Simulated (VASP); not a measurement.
# Si15C in VASP: single point with HSE06

Aim: the single point of Si15C with HSE06.

Everything below comes from runs of VASP 6.6.1. Logs are shortened: lines on timing, memory, paths and dates and some standing lists are left out, and cuts for length are marked.

### Step 1. The cell of the first run

The typed cell holds 64 atoms: a = 10.602 Å, b = 10.602 Å, c = 10.602 Å, α = 90.00°, β = 90.00°, γ = 90.00°.

### Step 2. Single point, HSE06

POSCAR

```
Si15C
1.0
   10.6018310000      0.0000000000      0.0000000000
    0.0000000000     10.6018310000      0.0000000000
    0.0000000000      0.0000000000     10.6018310000
Si C
60 4
Direct
    0.0018050000      0.9951930000      0.9944410000
    0.9981950000      0.5004960000      0.0033460000
    0.9975160000      0.5005870000      0.4983830000
    0.4932030000      0.0021110000      0.9957990000
    0.4936110000      0.9973780000      0.5029580000
    0.5169340000      0.5156700000      0.0198020000
    0.5195610000      0.4846630000      0.4809880000
    0.1251900000      0.1226580000      0.1247090000
    0.1243570000      0.0969140000      0.6242060000
    0.1244730000      0.6339180000      0.1248890000
    0.1256190000      0.6245710000      0.6269730000
    0.6247580000      0.1303800000      0.1310420000
    0.6250680000      0.1307710000      0.6177970000
    0.6254910000      0.6275210000      0.6190090000
    0.2534020000      0.2445970000      0.9948190000
    0.2469620000      0.2407460000      0.5042920000
    0.2504100000      0.7581670000      0.9928590000
    0.2482910000      0.7574210000      0.5029870000
    0.7501520000      0.2501560000      0.0003340000
    0.7375650000      0.2661700000      0.4787400000
    0.7305320000      0.7269520000      0.0230220000
    0.7580100000      0.7583670000      0.5011700000
    0.3835290000      0.3768380000      0.1265020000
    0.3813920000      0.3728360000      0.6177070000
    0.3800060000      0.8686140000      0.1280070000
    0.3547840000      0.8925090000      0.6409620000
    0.8664170000      0.3763910000      0.1332930000
    0.8691400000      0.3733990000      0.6191060000
    0.8689140000      0.8683800000      0.1232940000
    0.8953610000      0.8937420000      0.6094600000
    0.2523110000      0.0006860000      0.2561940000
    0.2493620000      0.5008170000      0.2482190000
    0.2587130000      0.4996740000      0.7503050000
    0.7555640000      0.0002590000      0.2573960000
    0.7551760000      0.9999480000      0.7441380000
    0.7217170000      0.4995300000      0.2510010000
    0.7474570000      0.5003840000      0.7504850000
    0.3831670000      0.1332030000      0.3740150000
    0.3517520000      0.1057260000      0.8521840000
    0.3822170000      0.6234790000      0.3722100000
    0.3829700000      0.6256020000      0.8823440000
    0.8909600000      0.1127590000      0.3964580000
    0.8749710000      0.1253300000      0.8748390000
    0.8655400000      0.6221470000      0.3708970000
    0.8693900000      0.6285870000      0.8803790000
    0.9981980000      0.2443300000      0.2560870000
    0.0012060000      0.2416080000      0.7418900000
    0.9976290000      0.7565880000      0.2575000000
    0.0016190000      0.7587190000      0.7486990000
    0.5185480000      0.2705610000      0.2657310000
    0.4931760000      0.2441070000      0.7519060000
    0.5173010000      0.7299760000      0.2342350000
    0.4934140000      0.7552040000      0.7471950000
    0.1253840000      0.3727070000      0.3768100000
    0.1252970000      0.3733950000      0.8718480000
    0.1094590000      0.8947570000      0.3942290000
    0.1404690000      0.8921210000      0.8554080000
    0.6199990000      0.3769970000      0.8807650000
    0.6221680000      0.8688050000      0.3722380000
    0.6269140000      0.8684000000      0.8793910000
    0.0066570000      0.0022500000      0.5083360000
    0.6239400000      0.6153480000      0.1339050000
    0.2401530000      0.9991390000      0.7413000000
    0.6270520000      0.3818390000      0.3668830000
```

INCAR.step1

```
SYSTEM = Si15C
PREC = Accurate
ENCUT = 520
EDIFF = 1E-5
ISMEAR = -1
SIGMA = 0.05
LREAL = Auto
LASPH = .True.
NELM = 100
ALGO = Normal
ISIF = 2
LWAVE = .True.
NBANDS = 166
GGA = PE
NCORE = 4
```

INCAR.step2

```
SYSTEM = Si15C
PREC = Accurate
ENCUT = 520
EDIFF = 1E-7
ISMEAR = -1
SIGMA = 0.05
LREAL = Auto
LASPH = .True.
NELM = 100
ALGO = Normal
ISIF = 2
LWAVE = .False.
LCHARG = .True.
GGA = PE
LHFCALC = .True.
HFSCREEN = 0.2079
PRECFOCK = Fast
LELF = .True.
LVHAR = .True.
NBANDS = 166
ISTART = 1
NCORE = 4
```

KPOINTS

```
regular mesh
0
Gamma
  1 1 1
  0 0 0
```

Potentials or basis: VASP PAW PBE potentials, release 64 (Si, C).

Run with:

```
$ cat potpaw_PBE.64/Si/POTCAR potpaw_PBE.64/C/POTCAR > POTCAR
$ cp INCAR.step1 INCAR
$ mpirun -np 4 vasp_gam > vasp.out
$ cp INCAR.step2 INCAR
$ mpirun -np 4 vasp_gam > vasp.out
```

OUTCAR:

```text
SYSTEM = Si15C
   PREC = Accurate
   ENCUT = 520
   EDIFF = 1E-7
   ISMEAR = -1
   LREAL = Auto
   LASPH = .True.
   NELM = 100
   ISIF = 2
   GGA = PE
   LHFCALC = .True.
   HFSCREEN = 0.2079
   PRECFOCK = Fast
   ISTART = 1

 ion  position               nearest neighbor table
   1  0.002  0.995  0.994-  43 2.31   8 2.33  57 2.35  29 2.38
   2  0.998  0.500  0.003-  45 2.33  10 2.34  55 2.36  27 2.36
   3  0.998  0.501  0.498-  28 2.30  54 2.31  11 2.33  44 2.33
   4  0.493  0.002  0.996-  25 2.33  60 2.35  39 2.40  12 2.42
   5  0.494  0.997  0.503-  38 2.31  13 2.33  26 2.35  59 2.37
   6  0.517  0.516  0.020-  62 1.97  23 2.33  41 2.35  58 2.35
[... 56 lines left out ...]
  63  0.240  0.999  0.741-  57 1.97  26 1.97  39 2.01   9 2.03
  64  0.627  0.382  0.367-  50 1.97   7 1.99  36 2.02  20 2.07

  LATTYP: Found a simple cubic cell.
 ALAT       =    10.6018310000

  Lattice vectors:

 A1 = (  10.6018310000,   0.0000000000,   0.0000000000)
 A2 = (   0.0000000000,  10.6018310000,   0.0000000000)
 A3 = (   0.0000000000,   0.0000000000,  10.6018310000)

Analysis of symmetry for initial positions (statically):
=====================================================================
 Subroutine PRICEL returns:
 Original cell was already a primitive cell.

 Routine SETGRP: Setting up the symmetry group for a
 simple cubic supercell.

 Subroutine GETGRP returns: Found  1 space group operations
 (whereof  1 operations were pure point group operations)
 out of a pool of 48 trial point group operations.

The static configuration has the point symmetry C_1 .

Analysis of symmetry for dynamics (positions and initial velocities):
=====================================================================
 Subroutine PRICEL returns:
 Original cell was already a primitive cell.

 Routine SETGRP: Setting up the symmetry group for a
 simple cubic supercell.

 Subroutine GETGRP returns: Found  1 space group operations
 (whereof  1 operations were pure point group operations)
 out of a pool of 48 trial point group operations.

The dynamic configuration has the point symmetry C_1 .

 Subroutine INISYM returns: Found  1 space group operations
 (whereof  1 operations are pure point group operations),
 and found     1 'primitive' translations

----------------------------------------------------------------------------------------

                                     Primitive cell

  volume of cell :    1191.6333

  direct lattice vectors                    reciprocal lattice vectors
    10.601831000  0.000000000  0.000000000     0.094323330  0.000000000  0.000000000
     0.000000000 10.601831000  0.000000000     0.000000000  0.094323330  0.000000000
     0.000000000  0.000000000 10.601831000     0.000000000  0.000000000  0.094323330

  length of vectors
    10.601831000 10.601831000 10.601831000     0.094323330  0.094323330  0.094323330

  position of ions in fractional coordinates (direct lattice)
     0.001805000  0.995193000  0.994441000
     0.998195000  0.500496000  0.003346000
     0.997516000  0.500587000  0.498383000
     0.493203000  0.002111000  0.995799000
     0.493611000  0.997378000  0.502958000
     0.516934000  0.515670000  0.019802000
[... 56 lines left out ...]
     0.240153000  0.999139000  0.741300000
     0.627052000  0.381839000  0.366883000

  ion indices of the primitive-cell ions
   primitive index   ion index
                 1           1
                 2           2
                 3           3
                 4           4
                 5           5
                 6           6
[... 56 lines left out ...]
                63          63
                64          64

----------------------------------------------------------------------------------------

 KPOINTS: regular mesh

Automatic generation of k-mesh.
 Grid dimensions read from file:
 generate k-points for:    1    1    1

 Generating k-lattice:

  Cartesian coordinates                     Fractional coordinates (reciprocal lattice)
     0.094323330  0.000000000  0.000000000     1.000000000  0.000000000  0.000000000
     0.000000000  0.094323330  0.000000000     0.000000000  1.000000000  0.000000000
     0.000000000  0.000000000  0.094323330     0.000000000  0.000000000  1.000000000

  Length of vectors
     0.094323330  0.094323330  0.094323330

  Shift w.r.t. Gamma in fractional coordinates (k-lattice)
     0.000000000  0.000000000  0.000000000

 Subroutine IBZKPT returns following result:
 ===========================================

 Found      1 irreducible k-points:

 Following reciprocal coordinates:
            Coordinates               Weight
  0.000000  0.000000  0.000000      1.000000
   k-points           NKPTS =      1   k-points in BZ     NKDIM =      1   number of bands    NBANDS=    166
   number of dos      NEDOS =    301   number of ions     NIONS =     64
   total plane-waves  NPLWV = 512000
   dimension x,y,z NGX =    80 NGY =   80 NGZ =   80
   dimension x,y,z NGXF=   160 NGYF=  160 NGZF=  160
   ions per type =              60   4
   NGX,Y,Z   is equivalent  to a cutoff of  12.54, 12.54, 12.54 a.u.
   NGXF,Y,Z  is equivalent  to a cutoff of  25.09, 25.09, 25.09 a.u.
 SYSTEM =  Si15C
   PREC   = accura    normal or accurate (medium, high low for compatibility)
   ISTART =      1    job   : 0-new  1-cont  2-samecut
   ICHARG =      0    charge: 1-file 2-atom 10-const
   ISPIN  =      1    spin polarized calculation?
   LNONCOLLINEAR =      F non collinear calculations
   LSORBIT =      F    spin-orbit coupling
   LASPH  =      T    aspherical Exc in radial PAW
   ENCUT  =  520.0 eV  38.22 Ry    6.18 a.u.  19.71 19.71 19.71*2*pi/ulx,y,z
   NELM   =    100;   NELMIN=  2; NELMDL=  0     # of ELM steps
   EDIFF  = 0.1E-06   stopping-criterion for ELM
   LREAL  =      T    real-space projection
   EDIFFG = 0.1E-05   stopping-criterion for IOM
   NSW    =      0    number of steps for IOM
   IBRION =     -1    ionic relax: 0-MD 1-quasi-New 2-CG
   NFREE  =      0    steps in history (QN), initial steepest desc. (CG)
   ISIF   =      2    stress and relaxation
   ISYM   =      3    0-nonsym 1-usesym 2-fastsym
   POTIM  = 0.5000    time-step for ionic-motion
   TEBEG  =    0.0;   TEEND  =   0.0 temperature during run
   PSTRESS=    0.0 pullay stress
   NELECT =     256.0000    total number of electrons
   NUPDOWN=      -1.0000    fix difference up-down
   EMIN   =  10.00;   EMAX   =-10.00  energy-range for DOS
   EFERMI =   0.00;   METHOD = LEGACY
   ISMEAR =    -1;   SIGMA  =   0.05  broadening in eV -4-tet -1-fermi 0-gaus
   EFERMI_NEDOS =   21; number of points for ismear=-14 and -15
   IALGO  =     38    algorithm
   IMIX   =      1    mixing-type and parameters
     AMIX     =   0.40;   BMIX     =  1.00
     AMIX_MAG =   1.60;   BMIX_MAG =  1.00
  volume/ion in A,a.u.               =      18.62       125.65
  Fermi-wavevector in a.u.,A,eV,Ry     =   0.980484  1.852847 13.079951  0.961349
  Thomas-Fermi vector in A             =   2.111418
   LORBIT       =      0    0 simple, 1 ext, 2 COOP (PROOUT), +10 PAW based schemes
   GGA     = PE    functional components
   LHFCALC =     T    Hartree Fock is set to
   PRECFOCK=fast      Normal, Fast or Accurate (Low or Medium for compatibility)
   ENCUT4O =  -1.0   cutoff for four orbital integrals eV
   NKREDX  =     1    reduce k-point grid by
   NKREDY  =     1    reduce k-point grid by
   NKREDZ  =     1    reduce k-point grid by
   AEXX    =    0.2500 exact exchange contribution
   HFSCREEN=    0.2079 screening length (either q_TF or 0.3 A-1)
   HFSCREENC=   0.2079 screening length for correlation (either q_TF or 0.3 A-1)
   ENCUTFOCK=  -1.0 apply spherical cutoff to Coloumb kernel
   IVDW    =     0    specifies the selected vdW correction
   LEPSILON=     F    determine dielectric tensor
   LRPA    =     F    only Hartree local field effects (RPA)
 non-spin polarized calculation
  energy-cutoff  :      520.00
  volume of cell :     1191.63
 maximum number of plane-waves:     15984
 NGX is ok and might be reduce to    80
  NGX = 40; NGY = 40; NGZ = 40

 number of electron     256.0000003 magnetization

 Free energy of the ion-electron system (eV)
  ---------------------------------------------------
  ext. energy  EPLUGINS =         0.00000000
  ---------------------------------------------------
  free energy    TOTEN  =      -407.41692305 eV

  energy without entropy =     -407.41656728  energy(sigma->0) =     -407.41674516

 E-fermi :   6.4058     XC(G=0):  -7.9989

 val. band max:        5.9550506088   @ k =   0.0000   0.0000   0.0000
 cond. band min:       6.8392345831   @ k =   0.0000   0.0000   0.0000
 fundamental gap:      0.8841839742
 Fermi energy:         6.4057993795

 k-point     1 :       0.0000    0.0000    0.0000
  band No.  band energies     occupation
      1      -8.9232      2.00000
      2      -8.7733      2.00000
      3      -8.1932      2.00000
      4      -8.1314      2.00000
      5      -6.9103      2.00000
      6      -6.3184      2.00000
[... 132 lines left out ...]
    139       7.8283      0.00000
    140       7.8333      0.00000
 [bands above 140 left out]

------------------------ aborting loop because EDIFF is reached ----------------------------------------

  FORCE on cell =-STRESS in cart. coord.  units (eV):
  Direction    XX          YY          ZZ          XY          YZ          ZX
  --------------------------------------------------------------------------------------
  -------------------------------------------------------------------------------------
  Total        1.8410312      1.8325877      0.2653149      0.2059593      0.9667329     -0.9824031
  in kB        2.4753072      2.4639546      0.3567218      0.2769168      1.2997938     -1.3208627
  external PRESSURE =       1.7653279 kB  Pullay stress =       0.0000000 kB

 VOLUME and BASIS-vectors are now :
 -----------------------------------------------------------------------------
  energy-cutoff  :      520.00
  volume of cell :     1191.63
      direct lattice vectors                 reciprocal lattice vectors
    10.601831000  0.000000000  0.000000000     0.094323330  0.000000000  0.000000000
     0.000000000 10.601831000  0.000000000     0.000000000  0.094323330  0.000000000
     0.000000000  0.000000000 10.601831000     0.000000000  0.000000000  0.094323330

 POSITION                                       TOTAL-FORCE (eV/Angst)
 -----------------------------------------------------------------------------------
      0.01914     10.55087     10.54290        -0.000393      0.063102     -0.028012
     10.58269      5.30617      0.03547         0.004724      0.033310     -0.019792
     10.57550      5.30714      5.28377        -0.000938     -0.046606      0.017940
      5.22885      0.02238     10.55729         0.023548     -0.078866      0.016197
      5.23318     10.57403      5.33228        -0.006392      0.086184     -0.002454
      5.48045      5.46705      0.20994        -0.004671     -0.026345      0.017102
[... 56 lines left out ...]
      2.54606     10.59270      7.85914         0.032393     -0.023736      0.013757
      6.64790      4.04819      3.88963        -0.015015     -0.033893     -0.006584
 -----------------------------------------------------------------------------------
    total drift:                                0.016468      0.012160     -0.000514

  FREE ENERGIE OF THE ION-ELECTRON SYSTEM (eV)
  ---------------------------------------------------
  free  energy   TOTEN  =      -407.4169230488 eV

  energy  without entropy=     -407.4165672774  energy(sigma->0) =     -407.41674516
```

Run time: 13 min. Hardware: 4 MPI ranks of Oxide Virtual Turin-like, shared host; peak memory 0.46 GiB.

What came out:

| Item | Value |
| --- | --- |
| Free energy | -407.4169 eV |
| Pressure | 0.2 GPa |
| Largest force | 0.110 eV/Å |
| Band gap on the k mesh | 0.88 eV |

Forces on the atoms (eV/Å):
```
Si   0.000  0.063 -0.028
Si   0.005  0.033 -0.020
Si  -0.001 -0.047  0.018
Si   0.024 -0.079  0.016
Si  -0.006  0.086 -0.002
Si  -0.005 -0.026  0.017
Si  -0.032  0.026  0.020
Si   0.020  0.002  0.026
Si   0.003  0.007  0.023
Si  -0.012 -0.030  0.021
Si   0.020  0.007 -0.014
Si   0.073  0.051  0.009
Si  -0.051 -0.036  0.048
Si   0.050 -0.010  0.020
Si  -0.096 -0.001 -0.012
Si   0.054  0.039 -0.058
Si   0.047 -0.024  0.039
Si  -0.066  0.023  0.072
Si  -0.013 -0.013  0.011
Si  -0.036  0.029  0.100
Si   0.022  0.017 -0.027
Si  -0.059 -0.039 -0.062
Si   0.018  0.036  0.036
Si  -0.010 -0.041  0.067
Si  -0.005  0.016 -0.061
Si  -0.015 -0.026 -0.036
Si   0.003 -0.044 -0.042
Si   0.019  0.076 -0.011
Si   0.016 -0.005  0.106
Si  -0.010 -0.010  0.024
Si  -0.010  0.050 -0.020
Si   0.006  0.021  0.016
Si  -0.031 -0.011 -0.019
Si  -0.036 -0.050 -0.048
Si   0.053  0.074 -0.008
Si   0.006  0.003 -0.025
Si   0.002  0.019 -0.027
Si  -0.038 -0.057  0.063
Si   0.017  0.022  0.027
Si   0.024 -0.067 -0.072
Si  -0.024  0.047 -0.040
Si   0.031 -0.035 -0.100
Si  -0.013 -0.013 -0.010
Si   0.039  0.055  0.059
Si  -0.001 -0.095  0.013
Si   0.076  0.018  0.011
Si  -0.045  0.004  0.043
Si  -0.041 -0.010 -0.067
Si   0.037  0.018 -0.036
Si  -0.010 -0.010 -0.025
Si  -0.005  0.018 -0.105
Si  -0.025 -0.016  0.037
Si   0.017 -0.005  0.061
Si  -0.047  0.000 -0.017
Si   0.032  0.004  0.021
Si   0.027 -0.032 -0.020
Si  -0.026 -0.005 -0.020
Si   0.063 -0.001  0.026
Si   0.086 -0.007  0.003
Si  -0.079  0.024 -0.015
C   -0.035 -0.017  0.001
C   -0.024  0.030 -0.014
C    0.032 -0.024  0.014
C   -0.015 -0.034 -0.007
```

Stress tensor (GPa, compression positive):
```
 0.25  0.03 -0.13
 0.03  0.25  0.13
-0.13  0.13  0.04
```

Levels at points of the mesh, in eV from the valence-band top:
```csv
k point,band 124,band 125,band 126,band 127,band 128,band 129,band 130,band 131,band 132,band 133
"(0.00, 0.00, 0.00)",-1.13,-1.11,-0.08,-0.08,0.00,0.88,1.12,1.15,1.17,1.18
```

Caveat: the k points lie up to 0.59 Å⁻¹ apart; the PAW data sets were made with another functional, which shifts forces and pressure a little. A k mesh can miss the band edges.
